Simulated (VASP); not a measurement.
A run of VASP 6.6.1:

File INCAR:

```
SYSTEM = Sc
PREC = Accurate
ENCUT = 520
EDIFF = 1E-7
ISMEAR = 0
SIGMA = 0.15
LREAL = .False.
LASPH = .True.
NELM = 80
ALGO = Fast
ISIF = 2
LWAVE = .False.
LCHARG = .False.
GGA = PE
NBANDS = 12
```

Contents of KPOINTS:

```
regular mesh
0
Gamma
  20 20 20
  0 0 0
```

Contents of POSCAR:

```
Sc
1.0
    0.0000000000      2.4665502751      1.9239092146
    2.4665502751      0.0000000000      1.9239092146
    2.4665502751      2.4665502751      0.0000000000
Sc
1
Direct
    0.0000000000      0.0000000000      0.0000000000
```

Potentials or basis: VASP PAW PBE potentials, release 64 (Sc_sv).

The run is started by

```console
$ cat potpaw_PBE.64/Sc_sv/POTCAR > POTCAR
$ mpirun -np 1 vasp_std > vasp.out
```

Hardware: 1 thread of Intel(R) Xeon(R) Platinum 8259CL CPU @ 2.50GHz (Skylake/Cascade Lake) (shared host).

Q: How long does it take, and how much memory?

A: Run time: 2.2 min on 1 thread of Intel(R) Xeon(R) Platinum 8259CL CPU @ 2.50GHz (Skylake/Cascade Lake), on a shared host, peak memory 0.29 GiB. Counts: scf iterations 16, k points 641.
